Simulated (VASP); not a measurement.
**SrTiO3: single point with PBEsol**

SrTiO3:

```
CELL_PARAMETERS angstrom
3.89112 0.00000 0.00000
0.00000 3.89112 0.00000
0.00000 0.00000 3.89112
ATOMIC_POSITIONS crystal
Sr 0.00000 0.00000 0.00000
Ti 0.50000 0.50000 0.50000
O 0.00000 0.50000 0.50000
O 0.50000 0.00000 0.50000
O 0.50000 0.50000 0.00000
```

| Quantity | Value |
| --- | --- |
| Program | VASP 6.6.1 |
| Task | single point |
| Functional | PBEsol |
| Potentials or basis | VASP PAW PBE potentials, release 64 (Sr_sv, Ti_sv, O) |
| Cutoff | 520 eV |
| k mesh | 8 × 8 × 8 |
| Occupations | gaussian, width 0.02 eV |
| Spin | no spin polarisation |

```json
{
 "Pressure": "0.7 GPa",
 "Band gap on the k mesh": "1.82 eV, indirect (least direct gap 2.17 eV)"
}
```

Levels at points of the mesh, in eV from the valence-band top:
| k point | band 18 | band 19 | band 20 | band 21 | band 22 | band 23 |
| --- | --- | --- | --- | --- | --- | --- |
| (0.00, 0.00, 0.00) | -0.35 | -0.35 | -0.35 | 1.82 | 1.82 | 1.82 |
| (0.50, 0.00, 0.00) | -2.07 | -0.74 | -0.74 | 2.00 | 3.83 | 3.83 |
| (0.50, 0.50, 0.00) | -1.60 | -1.60 | -0.10 | 3.84 | 3.84 | 4.30 |
| (0.50, 0.50, 0.50) | 0.00 | 0.00 | 0.00 | 4.54 | 4.54 | 4.54 |

Run time: 96 s on 1 thread of AMD EPYC 7R43 64-Core Processor (Zen 3), with other jobs on the host, peak memory 0.16 GiB.

Caveat: the PAW data sets were made with another functional, which shifts forces and pressure a little. A k mesh can miss the band edges.
